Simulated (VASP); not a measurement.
# Cu3O2 in VASP: notebook

Runs on Cu3O2. Level: PBE. Tasks: single point.

All numbers are computed with VASP 6.6.1; they aren't measurements. Logs are shortened: lines on timing, memory, paths and dates and some standing lists are left out, and cuts for length are marked.

### 1 The cell of the first run

It takes space group P-62m (No. 189, hexagonal). The conventional cell has a = 4.653 Å, b = 4.653 Å, c = 3.391 Å, α = 90.00°, β = 90.00°, γ = 120.00°. Cu (site symmetry m2m) has 4 O at 2.16 Å and 4 Cu at 2.33 Å within 2.9 Å. Within 2.9 Å of O (site symmetry -6) lie 6 Cu at 2.16 Å and 3 O at 2.69 Å.

### 2 Single point, PBE, collinear spin, ferromagnetic start

Contents of INCAR:

```
ALGO     = Normal         # electronic algorithm
EDIFF    = 1E-6           # SCF threshold, eV
ENCUT    = 520            # plane-wave cutoff, eV
GGA      = PE             # functional
ISIF     = 2              # what is computed and relaxed
ISMEAR   = 0              # smearing method
ISPIN    = 2              # spin polarisation
LASPH    = T              # aspherical terms in the spheres
LCHARG   = F              # write CHGCAR
LMAXMIX  = 4              # l up to which the mixer works
LORBIT   = 11             # projections on sites
LREAL    = F              # projectors in reciprocal space
LWAVE    = F              # write WAVECAR
MAGMOM   = 1 1 1 0 0      # initial moments
NBANDS   = 34             # bands
NELM     = 150            # most SCF steps
PREC     = Accurate       # precision mode
SIGMA    = 0.1            # smearing width, eV
```

Contents of KPOINTS:

```
k-points
0
Gamma
  6 6 6
```

Contents of POSCAR:

```
Cu3O2
1.0
    4.6534204600      0.0000000000      0.0000000000
   -2.3267102300      4.0299803300      0.0000000000
    0.0000000000      0.0000000000      3.3914184500
Cu O
3 2
Direct
    0.5119934900      0.0000000000      0.5000000000
    0.0000000000      0.5119934900      0.5000000000
    0.4880065100      0.4880065100      0.5000000000
    0.3333333300      0.6666666700      0.0000000000
    0.6666666700      0.3333333300      0.0000000000
```

Potentials or basis: VASP PAW PBE potentials, release 64 (Cu, O).

The run is started by

```bash
> cat potpaw_PBE.64/Cu/POTCAR potpaw_PBE.64/O/POTCAR > POTCAR
> mpirun -np 1 vasp_std > vasp.out
```

OUTCAR:

```text
EDIFF = 1E-6
   ENCUT = 520
   GGA = PE
   ISIF = 2
   ISMEAR = 0
   ISPIN = 2
   LASPH = T
   LORBIT = 11
   LREAL = F
   NELM = 150
   PREC = Accurate

 ion  position               nearest neighbor table
   1  0.512  0.000  0.500-   5 2.16   5 2.16   4 2.16   4 2.16   2 2.33   3 2.33   3 2.33   2 2.33

   2  0.000  0.512  0.500-   4 2.16   4 2.16   5 2.16   5 2.16   1 2.33   1 2.33   3 2.33   3 2.33

   3  0.488  0.488  0.500-   4 2.16   4 2.16   5 2.16   5 2.16   1 2.33   1 2.33   2 2.33   2 2.33

   4  0.333  0.667  0.000-   2 2.16   2 2.16   1 2.16   1 2.16   3 2.16   3 2.16
   5  0.667  0.333  0.000-   1 2.16   1 2.16   2 2.16   2 2.16   3 2.16   3 2.16

  LATTYP: Found a hexagonal cell.
 ALAT       =     4.6534204600
 C/A-ratio  =     0.7288012074

  Lattice vectors:

 A1 = (   4.6534204600,   0.0000000000,   0.0000000000)
 A2 = (  -2.3267102300,   4.0299803300,   0.0000000000)
 A3 = (   0.0000000000,   0.0000000000,   3.3914184500)

Analysis of symmetry for initial positions (statically):
=====================================================================
 Subroutine PRICEL returns:
 Original cell was already a primitive cell.

 Routine SETGRP: Setting up the symmetry group for a
 hexagonal supercell.

 Subroutine GETGRP returns: Found 12 space group operations
 (whereof 12 operations were pure point group operations)
 out of a pool of 24 trial point group operations.

The static configuration has the point symmetry D_3h.

Analysis of symmetry for dynamics (positions and initial velocities):
=====================================================================
 Subroutine PRICEL returns:
 Original cell was already a primitive cell.

 Routine SETGRP: Setting up the symmetry group for a
 hexagonal supercell.

 Subroutine GETGRP returns: Found 12 space group operations
 (whereof 12 operations were pure point group operations)
 out of a pool of 24 trial point group operations.

The dynamic configuration has the point symmetry D_3h.

Analysis of structural, dynamic, and magnetic symmetry:
=====================================================================
 Subroutine PRICEL returns:
 Original cell was already a primitive cell.

 Routine SETGRP: Setting up the symmetry group for a
 hexagonal supercell.

 Subroutine GETGRP returns: Found 12 space group operations
 (whereof 12 operations were pure point group operations)
[... 135 lines left out ...]
   AEXX    =    0.0000 exact exchange contribution
   IVDW    =     0    specifies the selected vdW correction
   LEPSILON=     F    determine dielectric tensor
   LRPA    =     F    only Hartree local field effects (RPA)
 spin polarized calculation
 Gauss-broadening in eV      SIGMA  =   0.10
  energy-cutoff  :      520.00
  volume of cell :       63.60
 maximum number of plane-waves:      1738
 NGX is ok and might be reduce to    36
   NGX = 17   NGY = 17   NGZ = 13

 number of electron      44.9999960 magnetization       0.0466925

 Free energy of the ion-electron system (eV)
  ---------------------------------------------------
  ext. energy  EPLUGINS =         0.00000000
  ---------------------------------------------------
  free energy    TOTEN  =       -20.58450539 eV

  energy without entropy =      -20.56514017  energy(sigma->0) =      -20.57482278

 E-fermi :   3.8717     XC(G=0): -10.6579

 val. band max:        3.8610171230   @ k =   0.3333   0.0000   0.3333
 cond. band min:       3.8753581986   @ k =   0.5000   0.0000   0.3333
 fundamental gap:      0.0143410756
 Fermi energy:         3.8717452451

 spin component 1

 k-point     1 :       0.0000    0.0000    0.0000
  band No.  band energies     occupation
      1     -14.7867      1.00000
      2     -13.5224      1.00000
      3      -2.2297      1.00000
      4      -1.5230      1.00000
      5      -1.5230      1.00000
      6      -0.9176      1.00000
[... 877 lines left out ...]
     33      17.1042      0.00000
     34      18.6681      0.00000

 [... further k-points ...]

 spin component 2

 k-point     1 :       0.0000    0.0000    0.0000
  band No.  band energies     occupation
      1     -14.7677      1.00000
      2     -13.5008      1.00000
      3      -2.2171      1.00000
      4      -1.5097      1.00000
      5      -1.5097      1.00000
      6      -0.9149      1.00000
[... 877 lines left out ...]
     33      17.1099      0.00000
     34      18.6667      0.00000

 [... further k-points ...]

------------------------ aborting loop because EDIFF is reached ----------------------------------------

  FORCE on cell =-STRESS in cart. coord.  units (eV):
  Direction    XX          YY          ZZ          XY          YZ          ZX
  --------------------------------------------------------------------------------------
  -------------------------------------------------------------------------------------
  Total        7.0465391      7.0465391     -9.6584189      0.0000000      0.0000000      0.0000000
  in kB      177.5128705    177.5128703   -243.3100340      0.0000000      0.0000000      0.0000000
  external PRESSURE =      37.2385689 kB  Pullay stress =       0.0000000 kB

 VOLUME and BASIS-vectors are now :
 -----------------------------------------------------------------------------
  energy-cutoff  :      520.00
  volume of cell :       63.60
      direct lattice vectors                 reciprocal lattice vectors
     4.653420460  0.000000000  0.000000000     0.214895690  0.124070084  0.000000000
    -2.326710230  4.029980330  0.000000000     0.000000000  0.248140169  0.000000000
     0.000000000  0.000000000  3.391418450     0.000000000  0.000000000  0.294861874

 POSITION                                       TOTAL-FORCE (eV/Angst)
 -----------------------------------------------------------------------------------
      2.38252      0.00000      1.69571         0.069896     -0.000000     -0.000000
     -1.19126      2.06332      1.69571        -0.034948      0.060532     -0.000000
      1.13545      1.96666      1.69571        -0.034948     -0.060532      0.000000
     -0.00000      2.68665      0.00000         0.000000     -0.000000     -0.000000
      2.32671      1.34333      0.00000         0.000000     -0.000000     -0.000000
 -----------------------------------------------------------------------------------
    total drift:                               -0.000002     -0.000003      0.000000

  FREE ENERGIE OF THE ION-ELECTRON SYSTEM (eV)
  ---------------------------------------------------
  free  energy   TOTEN  =       -20.5845053902 eV

  energy  without entropy=      -20.5651401701  energy(sigma->0) =      -20.57482278

 total charge

# of ion       s       p       d       tot
------------------------------------------
    1        0.381   0.321   9.237   9.939
    2        0.381   0.321   9.237   9.939
    3        0.381   0.321   9.237   9.939
    4        1.586   3.279   0.000   4.865
    5        1.586   3.279   0.000   4.865
--------------------------------------------------
tot          4.316   7.520  27.710  39.546

 magnetization (x)

# of ion       s       p       d       tot
------------------------------------------
    1       -0.000  -0.000   0.008   0.007
    2       -0.000  -0.000   0.008   0.007
    3       -0.000  -0.000   0.008   0.007
    4        0.000   0.011   0.000   0.011
    5        0.000   0.011   0.000   0.011
--------------------------------------------------
tot         -0.001   0.022   0.023   0.044
```

OSZICAR:

```text
N       E                     dE             d eps       ncg     rms          rms(c)
DAV:   1     0.444716151956E+03    0.44472E+03   -0.20417E+04  3920   0.207E+03
DAV:   2     0.449969554058E+02   -0.39972E+03   -0.36817E+03  3894   0.411E+02
DAV:   3    -0.227754566875E+02   -0.67772E+02   -0.63010E+02  4400   0.184E+02
DAV:   4    -0.265425982393E+02   -0.37671E+01   -0.37184E+01  5132   0.495E+01
DAV:   5    -0.265925638248E+02   -0.49966E-01   -0.49907E-01  4954   0.588E+00    0.187E+01
DAV:   6    -0.254483665506E+02    0.11442E+01   -0.39445E+01  5516   0.136E+02    0.166E+01
DAV:   7    -0.205197625745E+02    0.49286E+01   -0.13350E+01  4908   0.940E+01    0.297E+00
DAV:   8    -0.206178173393E+02   -0.98055E-01   -0.18215E+00  4970   0.982E+00    0.146E+00
DAV:   9    -0.205869007501E+02    0.30917E-01   -0.39786E-02  5950   0.439E+00    0.694E-01
DAV:  10    -0.205844950880E+02    0.24057E-02   -0.11014E-02  5360   0.125E+00    0.360E-01
DAV:  11    -0.205842572172E+02    0.23787E-03   -0.74162E-03  5428   0.968E-01    0.114E-01
DAV:  12    -0.205842827838E+02   -0.25567E-04   -0.44802E-04  5124   0.255E-01    0.672E-02
DAV:  13    -0.205844654581E+02   -0.18267E-03   -0.29968E-04  4148   0.166E-01    0.365E-02
DAV:  14    -0.205844729158E+02   -0.74576E-05   -0.70306E-05  5068   0.114E-01    0.275E-02
DAV:  15    -0.205844861421E+02   -0.13226E-04   -0.17082E-05  4442   0.360E-02    0.193E-02
DAV:  16    -0.205844986071E+02   -0.12465E-04   -0.22771E-05  4950   0.636E-02    0.143E-02
DAV:  17    -0.205845050349E+02   -0.64279E-05   -0.11084E-05  5416   0.352E-02    0.112E-02
DAV:  18    -0.205845053902E+02   -0.35523E-06   -0.65975E-07  2690   0.924E-03
   1 F= -.20584505E+02 E0= -.20574823E+02  d E =-.193652E-01  mag=     0.0386
```

It took 2.8 min on 1 thread of Intel Xeon 6975P-C, shared host; peak memory 0.26 GiB.

Results:

```
Free energy                                           : -20.5845 eV
Pressure                                              : 3.7 GPa
Largest force                                         : 0.070 eV/Å
Net moment                                            : 0.05 μB per cell
Valence electrons inside the program's atomic spheres : Cu 9.94; O 4.87
```

Forces on the atoms (eV/Å):
```
Cu   0.070  0.000  0.000
Cu  -0.035  0.061  0.000
Cu  -0.035 -0.061  0.000
O    0.000  0.000  0.000
O    0.000  0.000  0.000
```

Levels at points of the mesh, in eV from the Fermi level:
Spin up:
| k point | band 19 | band 20 | band 21 | band 22 | band 23 | band 24 | band 25 | band 26 |
| --- | --- | --- | --- | --- | --- | --- | --- | --- |
| (0.00, 0.00, 0.00) | -1.45 | -0.65 | -0.33 | -0.14 | -0.14 | 1.04 | 4.77 | 5.36 |
| (0.50, 0.00, 0.00) | -1.46 | -1.07 | -0.60 | -0.34 | 0.29 | 1.58 | 2.23 | 4.00 |
| (0.00, 0.00, 0.50) | -1.38 | -1.38 | -0.63 | 0.21 | 0.21 | 3.87 | 5.07 | 5.14 |
| (0.50, 0.00, 0.50) | -1.59 | -1.38 | -1.27 | -0.71 | 0.25 | 1.67 | 4.47 | 4.76 |
Spin down:
```tsv
k point	band 20	band 21	band 22	band 23	band 24	band 25
(0.00, 0.00, 0.00)	-0.64	-0.32	-0.13	-0.13	1.06	4.77
(0.50, 0.00, 0.00)	-1.04	-0.58	-0.33	0.31	1.59	2.24
(0.00, 0.00, 0.50)	-1.38	-0.62	0.24	0.24	3.88	5.08
(0.50, 0.00, 0.50)	-1.38	-1.26	-0.69	0.28	1.67	4.47
```

With open d or f shells a metallic result of PBE can be an artefact of self-interaction; +U or a hybrid may open a gap.

### 3 Single point, PBE

This run uses another cell than the first one, of 14.15 Å³/atom, 1.113 times its volume.

Contents of INCAR:

```
SYSTEM = Cu3O2
PREC = Accurate
ENCUT = 520
EDIFF = 1E-6
ISMEAR = 0
SIGMA = 0.1
LREAL = .False.
LASPH = .True.
NELM = 80
ALGO = Normal
ISIF = 2
LWAVE = .False.
LCHARG = .False.
GGA = PE
NBANDS = 30
```

Contents of KPOINTS:

```
regular mesh
0
Gamma
  12 12 14
  0 0 0
```

Contents of POSCAR:

```
Cu3O2
1.0
    5.4374346791      0.0000000000      0.0000000000
   -2.7187173396      4.7089565635      0.0000000000
    0.0000000000      0.0000000000      2.7636362097
Cu O
3 2
Direct
    0.5000000000      0.0000000000      0.5000000000
    0.0000000000      0.5000000000      0.5000000000
    0.5000000000      0.5000000000      0.5000000000
    0.3333333333      0.6666666667      0.0000000000
    0.6666666667      0.3333333333      0.0000000000
```

Potentials or basis: VASP PAW PBE potentials, release 64 (Cu, O).

The run is started by

```bash
> cat potpaw_PBE.64/Cu/POTCAR potpaw_PBE.64/O/POTCAR > POTCAR
> mpirun -np 1 vasp_std > vasp.out
```

Run time: 5.5 min. Hardware: 1 thread of Intel Xeon 6975P-C, shared host; peak memory 0.37 GiB.

The run converged. Its results:

```yaml
Free_energy: -22.2385 eV
Pressure: 0.3 GPa
```

Stress tensor (GPa, compression positive):
```
0.20 0.00 0.00
0.00 0.20 0.00
0.00 0.00 0.37
```

Levels at points of the mesh, in eV from the Fermi level:
```csv
k point,band 19,band 20,band 21,band 22,band 23,band 24,band 25,band 26
"(0.00, 0.00, 0.00)",-1.75,-1.46,-1.05,-1.05,-0.57,0.82,3.43,3.43
"(0.50, 0.00, 0.00)",-1.71,-1.66,-1.25,-0.68,0.13,1.25,1.76,3.46
"(0.00, 0.00, 0.50)",-1.35,-1.35,-1.24,0.45,0.45,4.00,4.85,5.15
"(0.50, 0.00, 0.50)",-1.36,-1.25,-0.80,-0.38,0.35,2.67,4.11,5.62
```

Caveat: an odd number of electrons without spin polarisation forces a metal; a magnetic or distorted state may lie lower. With open d or f shells a metallic result of PBE can be an artefact of self-interaction; +U or a hybrid may open a gap.

(Part 1 of 2 ends here.)
